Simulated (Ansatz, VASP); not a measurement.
## Two plane-wave programs on Al2Cu

INCAR

```
SYSTEM = Al2Cu
PREC = Accurate ; ENCUT = 520
EDIFF = 1E-6 ; ISMEAR = 0
SIGMA = 0.15 ; LREAL = .FALSE.
LASPH = .TRUE. ; NELM = 60
ALGO = Fast ; ISIF = 2
LWAVE = .FALSE. ; LCHARG = .TRUE.
GGA = CA ; LELF = .TRUE.
LVHAR = .TRUE. ; NBANDS = 16
```

The input KPOINTS:

```
regular mesh
0
G
  14 14 14
  0 0 0
```

Contents of POSCAR:

```
Al2Cu
1.0
   -2.0982333072      2.0982333072      2.9296000000
    2.0982333072     -2.0982333072      2.9296000000
    2.0982333072      2.0982333072     -2.9296000000
Al Cu
2 1
Direct
    0.7500000000      0.2500000000      0.5000000000
    0.2500000000      0.7500000000      0.5000000000
    0.5000000000      0.5000000000      0.0000000000
```

Input for Ansatz:

```yaml
crystal:
  lattice:
    - [-2.0982333072, 2.0982333072, 2.9296]
    - [2.0982333072, -2.0982333072, 2.9296]
    - [2.0982333072, 2.0982333072, -2.9296]
  atoms:
    - { symbol: Al, position: [0.75, 0.25, 0.5] }
    - { symbol: Al, position: [0.25, 0.75, 0.5] }
    - { symbol: Cu, position: [0.5, 0.5, 0.0] }
basis:
  ecutwfc: 520.0
kpoints:
  mp_grid: { grid: [14, 14, 14] }
hamiltonian:
  xc: lda
  pseudopotentials: { kind: paw, azcp: { folder: soft_1 } }
scf:
  occupations: { method: gaussian, width: 0.15 }
output:
  forces: true
  stress: true
  eigenvalues: true
```

Alike in both runs: task single point; functional LDA; k mesh 14 × 14 × 14; occupations gaussian, width 0.15 eV; no spin polarisation.

|  | VASP | Ansatz |
| --- | --- | --- |
| version | VASP 6.6.1 | Ansatz 0.2.0 |
| potentials or method | VASP PAW LDA potentials, release 64 (Al, Cu), cutoff 520 eV | scalar-relativistic, plane waves, PAW |
| valence electrons in the cell | 17 | 25 |

```tsv
	VASP	Ansatz	Ansatz less VASP
gap on the k mesh at the Fermi level (eV)	none	none	-
pressure (GPa)	-9.9	-10.4	-0.48
traceless stress, the component that is largest in VASP (GPa)	0.61	0.62	+0.010
```

Ansatz warns that its potentials were made for another functional, while VASP's fit it. LDA's correlation is that of Perdew and Zunger in VASP and of Perdew and Wang (1992) in Ansatz. A gap of «none» marks a metal or a gap that the smearing closes. VASP's potentials hold 17 valence electrons a cell and Ansatz's 25, so a difference there can come from the potentials and not from the codes.
